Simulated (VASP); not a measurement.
Set up this calculation in VASP 6.6.1, as the native input.

| Property | Result |
| --- | --- |
| Task | single point |
| Functional | LDA |
| Potentials or basis | VASP PAW LDA potentials, release 64 (Hf_pv) |
| Cutoff | 520 eV |
| k mesh | 20 × 20 × 20 |
| Occupations | gaussian, width 0.15 eV |
| Spin | no spin polarisation |
| Dipole correction | no |
| Further INCAR settings | ALGO = Fast; EDIFF = 1e-06; NBANDS = 11 |

The structure of Hf lies in POSCAR:

```
Hf
1.0
    0.0000000000      2.2951024137      1.9666732583
    2.2951024137      0.0000000000      1.9666732583
    2.2951024137      2.2951024137      0.0000000000
Hf
1
Direct
    0.0000000000      0.0000000000      0.0000000000
```

The input as run:

INCAR

```
SYSTEM = Hf
PREC = Accurate
ENCUT = 520
EDIFF = 1E-6
ISMEAR = 0
SIGMA = 0.15
LREAL = .FALSE.
LASPH = .TRUE.
NELM = 80
ALGO = Fast
ISIF = 2
LWAVE = .FALSE.
LCHARG = .FALSE.
NBANDS = 11
```

KPOINTS

```
regular mesh
0
G
  20 20 20
  0 0 0
```

Potentials or basis: VASP PAW LDA potentials, release 64 (Hf_pv).

Run with:

```bash
$ cat potpaw_LDA.64/Hf_pv/POTCAR > POTCAR
$ mpirun -np 1 vasp_std > vasp.out
```

Results of the run:

```yaml
Pressure: -0.2 GPa
Band_gap_on_the_k_mesh: zero (bands 5 and 6 overlap by 2.02 eV)
```

Caveat: spin-orbit coupling is left out, which moves the levels of the heavy elements.

Run time: 2.5 min on 1 thread of Intel Xeon 8259CL, on a shared host, peak memory 0.25 GiB.
